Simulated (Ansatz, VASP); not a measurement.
Two plane-wave programs on W

```
CELL_PARAMETERS angstrom
2.73684 0.00000 0.00000
-1.36842 2.37017 0.00000
0.00000 0.00000 4.85706
ATOMIC_POSITIONS crystal
W 0.33333 0.66667 0.25000
W 0.66667 0.33333 0.75000
```

Alike in both runs: task single point; functional LDA; k mesh 13 × 13 × 7; occupations fermi-dirac, width 0.1 eV; non-collinear spin, spin-orbit coupling.

```csv
,VASP,Ansatz
version,VASP 6.6.1,Ansatz 0.2.0
potentials or method,"VASP PAW LDA potentials, release 64 (W_sv), cutoff 520 eV","plane waves (420 eV) with PAW, fully relativistic with spin-orbit coupling"
valence electrons in the cell,28,28
```

```csv
,VASP,Ansatz,Ansatz less VASP
net moment per atom (μB),0.00,0.00,0.000
```

Ansatz warns that its potentials were made for another functional, while VASP's fit it. LDA's correlation is that of Perdew and Zunger in VASP and of Perdew and Wang (1992) in Ansatz.
